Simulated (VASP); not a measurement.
# NiO (Fm-3m) in VASP: a series of runs, part 3 of 3

VASP 6.6.1. The steps go on from the part before.

**5. Single point, PBE**

This run uses another cell than the first one, of 8.97 Å³/atom, 1.038 times its volume.

File INCAR:

```
  ALGO = Normal
  EDIFF = 1E-7
  ENCUT = 520
  GGA = PE
  ISIF = 2
  ISMEAR = 0
  LASPH = T
  LCHARG = F
  LREAL = F
  LWAVE = F
  NBANDS = 15
  NELM = 100
  PREC = Accurate
  SIGMA = 0.05
```

File KPOINTS:

```
k-points
0
Gamma
  14 14 14
```

File POSCAR:

```
NiO
1.0
    0.0000000000      2.0774385013      2.0774385013
    2.0774385013      0.0000000000      2.0774385013
    2.0774385013      2.0774385013      0.0000000000
Ni O
1 1
Direct
    0.0000000000      0.0000000000      0.0000000000
    0.5000000000      0.5000000000      0.5000000000
```

Potentials or basis: VASP PAW PBE potentials, release 64 (Ni, O).

Started as:

```bash
$ cat potpaw_PBE.64/Ni/POTCAR potpaw_PBE.64/O/POTCAR > POTCAR
$ mpirun -np 1 vasp_std > vasp.out
```

OUTCAR:

```text
EDIFF = 1E-7
   ENCUT = 520
   GGA = PE
   ISIF = 2
   ISMEAR = 0
   LASPH = T
   LREAL = F
   NELM = 100
   PREC = Accurate

 ion  position               nearest neighbor table
   1  0.000  0.000  0.000-   2 2.08   2 2.08   2 2.08   2 2.08   2 2.08   2 2.08
   2  0.500  0.500  0.500-   1 2.08   1 2.08   1 2.08   1 2.08   1 2.08   1 2.08

  LATTYP: Found a face centered cubic cell.
 ALAT       =     4.1548770026

  Lattice vectors:

 A1 = (   0.0000000000,   2.0774385013,   2.0774385013)
 A2 = (   2.0774385013,   0.0000000000,   2.0774385013)
 A3 = (   2.0774385013,   2.0774385013,   0.0000000000)

Analysis of symmetry for initial positions (statically):
=====================================================================
 Subroutine PRICEL returns:
 Original cell was already a primitive cell.

 Routine SETGRP: Setting up the symmetry group for a
 face centered cubic supercell.

 Subroutine GETGRP returns: Found 48 space group operations
 (whereof 48 operations were pure point group operations)
 out of a pool of 48 trial point group operations.

The static configuration has the point symmetry O_h .

Analysis of symmetry for dynamics (positions and initial velocities):
=====================================================================
 Subroutine PRICEL returns:
 Original cell was already a primitive cell.

 Routine SETGRP: Setting up the symmetry group for a
 face centered cubic supercell.

 Subroutine GETGRP returns: Found 48 space group operations
 (whereof 48 operations were pure point group operations)
 out of a pool of 48 trial point group operations.

The dynamic configuration has the point symmetry O_h .

 Subroutine INISYM returns: Found 48 space group operations
 (whereof 48 operations are pure point group operations),
 and found     1 'primitive' translations

----------------------------------------------------------------------------------------

                                     Primitive cell

  volume of cell :      17.9314
[... 119 lines left out ...]
   LRPA    =     F    only Hartree local field effects (RPA)
 non-spin polarized calculation
 Gauss-broadening in eV      SIGMA  =   0.05
  energy-cutoff  :      520.00
  volume of cell :       17.93
 maximum number of plane-waves:       531
 NGX is ok and might be reduce to    24
   NGX = 11   NGY = 11   NGZ = 11

 number of electron      15.9999995 magnetization

 Free energy of the ion-electron system (eV)
  ---------------------------------------------------
  ext. energy  EPLUGINS =         0.00000000
  ---------------------------------------------------
  free energy    TOTEN  =       -11.37986794 eV

  energy without entropy =      -11.37671282  energy(sigma->0) =      -11.37829038

 E-fermi :   8.0663     XC(G=0): -12.7775

 val. band max:        8.0532042537   @ k =   0.2857   0.0714   0.0000
 cond. band min:       8.0670423515   @ k =  -0.3571   0.2857   0.1429
 fundamental gap:      0.0138380978
 Fermi energy:         8.0662899852

 k-point     1 :       0.0000    0.0000    0.0000
  band No.  band energies     occupation
      1     -12.4945      2.00000
      2       4.9300      2.00000
      3       4.9300      2.00000
      4       4.9300      2.00000
      5       6.1939      2.00000
      6       6.1939      2.00000
      7       6.1939      2.00000
      8       6.5289      2.00000
      9       6.5290      2.00000
     10       9.8260      0.00000
     11      25.9996      0.00000
     12      27.3243      0.00000
     13      27.3243      0.00000
     14      27.3243      0.00000
[... 401 lines left out ...]
      2       1.7065      2.00000
      3       3.4065      2.00000
      4       3.6599      2.00000
      5       6.1475      2.00000
      6       6.8174      2.00000
      7       7.0777      2.00000
      8       7.5827      2.00000
      9       8.2597      0.00000
     10      13.2632      0.00000
     11      20.8535      0.00000
     12      22.8062      0.00000
     13      24.6502      0.00000
     14      27.0195      0.00000
     15      32.6640      0.00000

 [... further k-points ...]

------------------------ aborting loop because EDIFF is reached ----------------------------------------

  FORCE on cell =-STRESS in cart. coord.  units (eV):
  Direction    XX          YY          ZZ          XY          YZ          ZX
  --------------------------------------------------------------------------------------
  -------------------------------------------------------------------------------------
  Total        0.0878748      0.0878748      0.0878748      0.0000000      0.0000000     -0.0000000
  in kB        7.8516369      7.8516369      7.8516369      0.0000000      0.0000000     -0.0000000
  external PRESSURE =       7.8516369 kB  Pullay stress =       0.0000000 kB

 VOLUME and BASIS-vectors are now :
 -----------------------------------------------------------------------------
  energy-cutoff  :      520.00
  volume of cell :       17.93
      direct lattice vectors                 reciprocal lattice vectors
     0.000000000  2.077438501  2.077438501    -0.240681012  0.240681012  0.240681012
     2.077438501  0.000000000  2.077438501     0.240681012 -0.240681012  0.240681012
     2.077438501  2.077438501  0.000000000     0.240681012  0.240681012 -0.240681012

 POSITION                                       TOTAL-FORCE (eV/Angst)
 -----------------------------------------------------------------------------------
      0.00000      0.00000      0.00000        -0.000000     -0.000000     -0.000000
      2.07744      2.07744      2.07744         0.000000      0.000000      0.000000
 -----------------------------------------------------------------------------------
    total drift:                                0.000000     -0.000000     -0.000000

  FREE ENERGIE OF THE ION-ELECTRON SYSTEM (eV)
  ---------------------------------------------------
  free  energy   TOTEN  =       -11.3798679439 eV

  energy  without entropy=      -11.3767128230  energy(sigma->0) =      -11.37829038
```

OSZICAR:

```text
N       E                     dE             d eps       ncg     rms          rms(c)
DAV:   1     0.779933932522E+02    0.77993E+02   -0.77856E+03  3256   0.138E+03
DAV:   2    -0.951521466515E+01   -0.87509E+02   -0.76994E+02  3414   0.261E+02
DAV:   3    -0.135287716952E+02   -0.40136E+01   -0.39051E+01  3729   0.603E+01
DAV:   4    -0.135648871173E+02   -0.36115E-01   -0.36103E-01  3760   0.557E+00
DAV:   5    -0.135656818297E+02   -0.79471E-03   -0.79471E-03  3870   0.847E-01    0.130E+01
DAV:   6    -0.128817945741E+02    0.68389E+00   -0.12326E+01  3236   0.684E+01    0.148E+01
DAV:   7    -0.114419638812E+02    0.14398E+01   -0.57045E+00  3380   0.589E+01    0.501E+00
DAV:   8    -0.113829663963E+02    0.58997E-01   -0.35194E-01  3973   0.106E+01    0.179E+00
DAV:   9    -0.113804606910E+02    0.25057E-02   -0.28585E-02  3845   0.231E+00    0.238E-01
DAV:  10    -0.113799425283E+02    0.51816E-03   -0.33686E-03  4030   0.126E+00    0.101E-01
DAV:  11    -0.113798755750E+02    0.66953E-04   -0.46389E-04  4663   0.333E-01    0.436E-02
DAV:  12    -0.113798671607E+02    0.84143E-05   -0.35760E-05  4080   0.901E-02    0.372E-03
DAV:  13    -0.113798678831E+02   -0.72242E-06   -0.20122E-06  3702   0.148E-02    0.124E-03
DAV:  14    -0.113798679439E+02   -0.60825E-07   -0.88237E-08  2407   0.620E-03
   1 F= -.11379868E+02 E0= -.11378290E+02  d E =-.315512E-02
```

Wall time 16 s (1 thread of Intel Xeon Platinum 8488C (Sapphire Rapids), shared host); peak memory 0.16 GiB.

Results:

```yaml
Free_energy: -11.3799 eV
Pressure: 0.8 GPa
Band_gap_on_the_k_mesh: zero (band 8 reaches 9.42 eV, above the bottom of band 9 at 6.53 eV)
```

Levels at points of the mesh, in eV from the Fermi level:
| k point | band 5 | band 6 | band 7 | band 8 | band 9 | band 10 | band 11 | band 12 |
| --- | --- | --- | --- | --- | --- | --- | --- | --- |
| (0.00, 0.00, 0.00) | -1.87 | -1.87 | -1.87 | -1.54 | -1.54 | 1.76 | 17.93 | 19.26 |
| (0.50, 0.00, 0.00) | -1.02 | -1.02 | -0.65 | 1.35 | 1.35 | 5.73 | 10.25 | 14.34 |
| (0.50, 0.50, 0.00) | -2.87 | -1.13 | -0.75 | -0.75 | -0.59 | 6.56 | 10.69 | 12.58 |

Caveat: the run has no spin polarisation, though such a crystal can be magnetic; semilocal functionals often make such compounds metallic where correlation or magnetic order opens a gap, which also shifts bond lengths.

**6. Single point, PBE**

This run uses another cell than the first one, of 8.99 Å³/atom, 1.042 times its volume.

File INCAR:

```
SYSTEM = NiO
ALGO = Normal
EDIFF = 1E-7
ENCUT = 520
GGA = PE
ISIF = 2
ISMEAR = 0
LASPH = .True.
LCHARG = .False.
LREAL = .False.
LWAVE = .False.
NBANDS = 15
NELM = 100
PREC = Accurate
SIGMA = 0.05
```

File KPOINTS:

```
k-points
0
Gamma
  14 14 14
  0 0 0
```

File POSCAR:

```
NiO
1.0
    0.0000000000      2.0796301279      2.0796301279
    2.0796301279      0.0000000000      2.0796301279
    2.0796301279      2.0796301279      0.0000000000
Ni O
1 1
Direct
    0.0000000000      0.0000000000      0.0000000000
    0.5000000000      0.5000000000      0.5000000000
```

Potentials or basis: VASP PAW PBE potentials, release 64 (Ni, O).

Started as:

```bash
$ cat potpaw_PBE.64/Ni/POTCAR potpaw_PBE.64/O/POTCAR > POTCAR
$ mpirun -np 1 vasp_std > vasp.out
```

Run time: 16 s. Hardware: 1 thread of Intel Xeon Platinum 8488C (Sapphire Rapids), shared host; peak memory 0.16 GiB.

The run converged. Its results:

```yaml
Free_energy: -11.3801 eV
Pressure: 0.1 GPa
Band_gap_on_the_k_mesh: zero (band 8 reaches 9.36 eV, above the bottom of band 9 at 6.49 eV)
```

Levels at points of the mesh, in eV from the Fermi level:
```
           k point  band 4  band 5  band 6  band 7  band 8  band 9  band 10  band 11  band 12  band 13
(0.00, 0.00, 0.00)   -3.12   -1.86   -1.86   -1.86   -1.53   -1.53     1.74    17.93    19.24    19.24
(0.50, 0.00, 0.00)   -5.47   -1.02   -1.02   -0.64    1.34    1.34     5.73    10.22    14.32    14.32
(0.50, 0.50, 0.00)   -4.41   -2.85   -1.13   -0.75   -0.75   -0.59     6.55    10.67    12.56    16.91
```

Caveat: the run has no spin polarisation, though such a crystal can be magnetic; semilocal functionals often make such compounds metallic where correlation or magnetic order opens a gap, which also shifts bond lengths. Spin polarisation is off, so any magnetic state and its effect on volume and gap are missing.

**7. Overview**

| cell | gap on the mesh (eV) | pressure (GPa) |
| --- | --- | --- |
| a = 2.901 Å, angles 60.0°, 2 atoms | none | 9.4 |
| a = 2.921 Å, angles 60.0°, 2 atoms | none | 4.5 |
| a = 2.950 Å, angles 60.0°, 2 atoms | none | -1.7 |
| a = 2.938 Å, angles 60.0°, 2 atoms | none | 0.8 |
| a = 2.941 Å, angles 60.0°, 2 atoms | none | 0.1 |

Alike in all rows: task single point; level PBE; potentials or basis VASP PAW PBE potentials, release 64 (Ni, O); no spin polarisation; k mesh 14 × 14 × 14; cutoff (eV) 520; smearing gaussian 0.05 eV.

Caveats: the run has no spin polarisation, though such a crystal can be magnetic; semilocal functionals often make such compounds metallic where correlation or magnetic order opens a gap, which also shifts bond lengths.

Total energies depend on the potentials used, so only differences within one code and one set of settings carry meaning.

**8. Comparison with measurements**

Step 4. Measured gap of NiO: 4.3 eV (quoted in “Local correlations, non-local screening, multiplets, and band formation in NiO”, 2012, arxiv:1210.6675). This calculation gives 0.00 eV (-4.30 eV). So large a miss can be the level of theory's own, or it may mean another phase, state or a wrong row. The value is that of PBE on a finite k mesh, which can miss the band edges, without temperature or zero-point motion. Semilocal functionals fall short of measured gaps as a rule.

Step 5. A measured gap of NiO is 4.3 eV (quoted in “Local correlations, non-local screening, multiplets, and band formation in NiO”, 2012, arxiv:1210.6675); the calculated 0.00 eV misses it by -4.30 eV. So large a miss can be the level of theory's own, or it may mean another phase, state or a wrong row. The value is that of PBE on a finite k mesh, which can miss the band edges, without temperature or zero-point motion. Semilocal functionals fall short of measured gaps as a rule.

Step 6. A measured gap of NiO is 4.3 eV (quoted in “Local correlations, non-local screening, multiplets, and band formation in NiO”, 2012, arxiv:1210.6675); the calculated 0.00 eV misses it by -4.30 eV. So large a miss can be the level of theory's own, or it may mean another phase, state or a wrong row. The value is that of PBE on a finite k mesh, which can miss the band edges, without temperature or zero-point motion. Semilocal functionals fall short of measured gaps as a rule.
